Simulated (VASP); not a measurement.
Write the native input for VASP 6.6.1 that does the following.

```yaml
Task: single point
Functional: HSE06
Potentials_or_basis: VASP PAW PBE potentials, release 64 (Ge_d)
Cutoff: 410 eV
k_mesh: 6 × 6 × 6
Occupations: fermi-dirac, width 0.02 eV
Spin: no spin polarisation
Dipole_correction: no
Grid_for_exact_exchange_PRECFOCK: Normal
Further_INCAR_settings: ALGO = Normal; EDIFF = 1e-06; NBANDS = 21
Share_of_exact_exchange: 0.25
Screening_parameter: 0.2079 1/Å
```

Crystal: Ge.

```xyz
2
Lattice="0.0000 2.7024 2.9293 2.7024 0.0000 2.9293 2.7024 2.7024 0.0000" Properties=species:S:1:pos:R:3 pbc="T T T"
Ge    0.0000    0.0000    0.0000
Ge    1.3512    1.3512    1.4646
```

This cell differs from its parent crystal: epitaxial xy strain -4.7%.

One way to write it, as run:

POSCAR

```
Ge
1.0
    0.0000000000      2.7024057076      2.9292750732
    2.7024057076      0.0000000000      2.9292750732
    2.7024057076      2.7024057076      0.0000000000
Ge
2
Direct
    0.0000000000      0.0000000000      0.0000000000
    0.2500000000      0.2500000000      0.2500000000
```

INCAR.step1

```
SYSTEM = Ge
PREC     = Accurate       ! precision mode
ENCUT    = 410            ! plane-wave cutoff, eV
EDIFF    = 1E-5           ! SCF threshold, eV
ISMEAR   = -1             ! smearing method
SIGMA    = 0.02           ! smearing width, eV
LREAL    = .False.        ! projectors in reciprocal space
LASPH    = .True.         ! aspherical terms in the spheres
NELM     = 120            ! most SCF steps
ALGO     = Normal         ! electronic algorithm
ISIF     = 2              ! what is computed and relaxed
LWAVE    = .True.         ! write WAVECAR
LCHARG   = .False.        ! write CHGCAR
GGA      = PE             ! functional
NBANDS   = 21             ! bands
GGA_COMPAT= .False.      
KPAR     = 4
```

INCAR.step2

```
SYSTEM = Ge
PREC     = Accurate       ! precision mode
ENCUT    = 410            ! plane-wave cutoff, eV
EDIFF    = 1E-6           ! SCF threshold, eV
ISMEAR   = -1             ! smearing method
SIGMA    = 0.02           ! smearing width, eV
LREAL    = .False.        ! projectors in reciprocal space
LASPH    = .True.         ! aspherical terms in the spheres
NELM     = 120            ! most SCF steps
ALGO     = Normal         ! electronic algorithm
ISIF     = 2              ! what is computed and relaxed
LWAVE    = .False.        ! write WAVECAR
LCHARG   = .False.        ! write CHGCAR
GGA      = PE             ! functional
LHFCALC  = .True.         ! exact exchange
HFSCREEN = 0.2079         ! screening, 1/A
PRECFOCK = Normal       
ISTART   = 1            
NBANDS   = 21             ! bands
GGA_COMPAT= .False.      
KPAR     = 4
```

KPOINTS

```
regular mesh
0
Gamma
  6 6 6
  0 0 0
```

Potentials or basis: VASP PAW PBE potentials, release 64 (Ge_d).

Launch:

```sh
$ cat potpaw_PBE.64/Ge_d/POTCAR > POTCAR
$ cp INCAR.step1 INCAR
$ mpirun -np 4 vasp_std > vasp.out
$ cp INCAR.step2 INCAR
$ mpirun -np 4 vasp_std > vasp.out
```

It gave:

* Pressure: 5.5 GPa
* Band gap on the k mesh: 0.59 eV (least direct gap 1.15 eV)

Caveat: the cell differs from its parent crystal (epitaxial xy strain -4.7%); the stress differs along the axes, from 0 to 8 GPa; the PAW data sets were made with another functional, which shifts forces and pressure a little.

It took 54 min on 4 MPI ranks on Intel(R) Xeon(R) Platinum 8375C CPU @ 2.90GHz (Ice Lake) (shared host), peak memory 0.25 GiB a rank.
